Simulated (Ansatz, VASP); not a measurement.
# In: VASP beside Ansatz

```
CELL_PARAMETERS angstrom
-1.93577 1.90716 1.90716
1.90716 -1.93577 1.90716
1.90716 1.90716 -1.93577
ATOMIC_POSITIONS crystal
In 0.00000 0.00000 0.00000
```

Change from the starting cell: equal xy, yz and zx shear strains of -1.5 %.

Alike in both runs: task single point; functional PBE; k mesh 15 × 15 × 15; occupations fermi-dirac, width 0.05 eV; no spin polarisation.

|  | VASP | Ansatz |
| --- | --- | --- |
| version | VASP 6.6.1 | Ansatz 0.2.0 |
| potentials or method | VASP PAW PBE potentials, release 64 (In_d), cutoff 520 eV | all-electron LAPW, scalar-relativistic |

```tsv
	VASP	Ansatz	Ansatz less VASP
pressure (GPa)	0.0	0.0	+0.04
traceless stress, the component that is largest in VASP (GPa)	0.09	0.09	-0.001
```

Ansatz ran all-electron here, and VASP with PAW potentials.
